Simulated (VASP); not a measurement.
Write the native input for VASP 6.6.1 that does the following.

- Task: single point
- Functional: PBE
- Potentials or basis: VASP PAW PBE potentials, release 64 (Ti_sv, Al)
- Cutoff: 520 eV
- k mesh: 9 × 6 × 6
- Occupations: fermi-dirac, width 0.05 eV
- Spin: no spin polarisation
- Dipole correction: no
- Further INCAR settings: ALGO = Fast; EDIFF = 1e-06; NBANDS = 18

The structure of TiAl3 lies in POSCAR:

```
TiAl3
1.0
    2.8396770000      0.0000000000      0.0000000000
    0.0000000000      4.6812640000      0.0000000000
    0.0000000000      0.0000000000      4.9007420000
Ti Al
1 3
Direct
   -0.0045870000      0.5005260000      0.1601650000
   -0.0038980000     -0.0040370000      0.8333180000
    0.4909410000     -0.0002780000      0.3240960000
    0.4910320000      0.4956190000      0.6752410000
```

This cell differs from its parent crystal: atoms moved at random.

One way to write it, as run:

INCAR

```
ALGO = Fast
EDIFF = 1E-6
ENCUT = 520
GGA = PE
ISIF = 2
ISMEAR = -1
LASPH = T
LCHARG = F
LREAL = F
LWAVE = F
NBANDS = 18
NELM = 80
PREC = Accurate
SIGMA = 0.05
```

KPOINTS

```
k-points
0
Gamma
  9 6 6
```

Potentials or basis: VASP PAW PBE potentials, release 64 (Ti_sv, Al).

The run is started by

```bash
$ cat potpaw_PBE.64/Ti_sv/POTCAR potpaw_PBE.64/Al/POTCAR > POTCAR
$ mpirun -np 1 vasp_std > vasp.out
```

Results of the run:

```
Pressure               : 0.2 GPa
Largest force          : 0.479 eV/Å
Band gap on the k mesh : zero (an odd number of electrons rules out a gap without spin polarisation)
```

Caveat: the cell differs from its parent crystal (atoms moved at random).

Run time: 7.1 min on 1 thread of Intel Xeon 8259CL, with other jobs on the host, peak memory 0.31 GiB.
